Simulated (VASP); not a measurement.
AlN:

```
Al N
1.0
     4.52202    0.00000    0.00000
    -2.26101    3.91618    0.00000
     0.00000    0.00000    3.37493
Al N
1 1
Cartesian
  0.0000 0.0000 1.6875
  0.0000 0.0000 0.0000
```

The cell was built from a structure type or drawn by symmetry, and may not be a known phase.

* Program: VASP 6.6.1
* Task: relaxation of cell and atoms
* Functional: PBE
* Potentials or basis: VASP PAW PBE potentials, release 64 (Al, N)
* Cutoff: 600 eV
* k mesh: 6 × 6 × 8
* Occupations: gaussian, width 0.02 eV
* Spin: no spin polarisation

At the start: pressure 0.2 GPa; volume 29.88 Å³/atom.

Question: Where does the relaxation end?

Answer: Over 20 steps the energy falls by 6.4 meV/atom and the volume is 37.28 Å³/atom (+24.7 %); space group P6/mmm (No. 191, to 0.1 Å) before and after.

Step by step:
```csv
step,energy change (eV),largest force (eV/Å),pressure (GPa),volume (Å³)
1,0.0000,0.0000,0.22,59.77
2,-0.0005,0.0000,0.08,60.12
3,-0.0013,0.0000,-0.31,61.17
4,-0.0014,0.0000,-0.29,61.21
5,-0.0016,0.0000,-0.28,61.31
6,-0.0021,0.0000,-0.25,61.52
7,-0.0029,0.0000,-0.19,61.95
8,-0.0044,0.0000,-0.05,62.80
9,-0.0067,0.0000,0.20,64.51
10,-0.0087,0.0000,0.69,68.00
11,-0.0092,0.0000,0.65,68.49
12,-0.0105,0.0000,0.54,69.99
13,-0.0122,0.0000,0.33,73.04
14,-0.0113,0.0000,-0.08,79.33
15,-0.0126,0.0000,0.20,74.97
16,-0.0126,0.0000,0.17,75.41
17,-0.0127,0.0000,0.10,75.01
18,-0.0128,0.0000,0.04,74.66
19,-0.0128,0.0000,0.02,74.63
20,-0.0128,0.0000,0.01,74.56
```

Final structure:
```
Al N
1.0
     5.04971    0.00000    0.00000
    -2.52486    4.37318    0.00000
     0.00000    0.00000    3.37615
Al N
1 1
Cartesian
  0.0000 0.0000 1.6881
  0.0000 0.0000 0.0000
```

Caveat: the volume moved by over 15 % at a fixed basis, so the end points are rough.
